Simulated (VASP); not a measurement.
The system is LiAg4.

```xyz
5
Lattice="4.6124 0.0000 0.0000 0.0000 4.6124 0.0000 0.0000 0.0000 4.6124" Properties=species:S:1:pos:R:3 pbc="T T T"
Li    0.0000    0.0000    0.0000
Ag    0.0000    2.3062    2.3062
Ag    2.3062    0.0000    2.3062
Ag    2.3062    2.3062    0.0000
Ag    2.3062    2.3062    2.3062
```

| Property | Result |
| --- | --- |
| Program | VASP 6.6.1 |
| Task | relaxation of cell and atoms |
| Functional | PBE |
| Potentials or basis | VASP PAW PBE potentials, release 64 (Li_sv, Ag) |
| Cutoff | 600 eV |
| k mesh | 4 × 4 × 4 |
| Occupations | gaussian, width 0.1 eV |
| Spin | no spin polarisation |

At the start: pressure 28.3 GPa; volume 19.63 Å³/atom.

Question: How do energy, volume and symmetry change on relaxing?

Answer: Over 4 steps the energy falls by 487.0 meV/atom and the volume is 27.53 Å³/atom (+40.3 %); space group Pm-3m (No. 221, to 0.05 Å).

Step by step:
```
step  energy change (eV)  largest force (eV/Å)  pressure (GPa)  volume (Å³)
   1              0.0000                0.0000           28.30        98.13
   2             -2.2158                0.0000           -3.27       156.06
   3             -2.4317                0.0000            0.53       135.19
   4             -2.4349                0.0000           -0.15       137.65
```

Final structure:
```
Li Ag
1.0
     5.16330    0.00000    0.00000
     0.00000    5.16330    0.00000
     0.00000    0.00000    5.16330
Li Ag
1 4
Direct
  0.00000 0.00000 0.00000
  0.00000 0.50000 0.50000
  0.50000 0.00000 0.50000
  0.50000 0.50000 0.00000
  0.50000 0.50000 0.50000
```

Caveat: the cutoff is under 1.25 times the usual one of these potentials, so pressure, stress and relaxed cells hold a basis-set (Pulay) error; the volume moved by over 15 % at a fixed basis, so the end points are rough.
